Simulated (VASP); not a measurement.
Ba:

```
Ba
1.0
    -2.49862    2.49862    2.49862
     2.49862   -2.49862    2.49862
     2.49862    2.49862   -2.49862
Ba
1
Direct
  0.00000 0.00000 0.00000
```

```yaml
Program: VASP 6.6.1
Task: relaxation of cell and atoms
Functional: PBE
Dispersion: D4
Potentials_or_basis: VASP PAW PBE potentials, release 64 (Ba_sv)
Cutoff: 600 eV
k_mesh: 5 × 5 × 5
Occupations: gaussian, width 0.15 eV
Spin: no spin polarisation
```

At the start: pressure -0.4 GPa; volume 62.40 Å³/atom.

Problem. How do energy, volume and symmetry change on relaxing?

Solution. Over 15 steps the energy falls by 2.4 meV/atom and the volume is 60.93 Å³/atom (-2.4 %); space group Im-3m (No. 229, to 0.05 Å).

The path:
| step | energy change (eV) | largest force (eV/Å) | pressure (GPa) | volume (Å³) |
| --- | --- | --- | --- | --- |
| 1 | 0.0000 | 0.0000 | -0.35 | 62.40 |
| 2 | -0.0021 | 0.0000 | -0.20 | 61.16 |
| 3 | 0.0391 | 0.0000 | 0.13 | 59.59 |
| 4 | 0.0388 | 0.0000 | 0.05 | 60.21 |
| 5 | 0.0387 | 0.0000 | 0.05 | 60.49 |
| 6 | -0.0014 | 0.0000 | 5.92 | 60.82 |
| 7 | -0.0022 | 0.0000 | -0.19 | 61.13 |
| 8 | -0.0023 | 0.0000 | -0.15 | 60.98 |
| 9 | -0.0024 | 0.0000 | 0.23 | 60.90 |
| 10 | -0.0024 | 0.0000 | -0.10 | 60.95 |
| 11 | -0.0021 | 0.0000 | 1.99 | 60.85 |
| 12 | -0.0024 | 0.0000 | -0.09 | 60.94 |
| 13 | -0.0024 | 0.0000 | -0.08 | 60.94 |
| 14 | -0.0024 | 0.0000 | 0.08 | 60.91 |
| 15 | -0.0024 | 0.0000 | -0.01 | 60.93 |

Final structure:
```cif
data_structure
_symmetry_space_group_name_H-M 'P 1'
_symmetry_Int_Tables_number 1
_cell_length_a 4.2935
_cell_length_b 4.2935
_cell_length_c 4.2935
_cell_angle_alpha 109.471
_cell_angle_beta 109.471
_cell_angle_gamma 109.471
_cell_volume 60.93
loop_
_atom_site_label
_atom_site_type_symbol
_atom_site_fract_x
_atom_site_fract_y
_atom_site_fract_z
_atom_site_occupancy
Ba1 Ba 0.00000 0.00000 0.00000 1
```

Caveat: pairwise dispersion overbinds metals, which lowers pressure and volume.
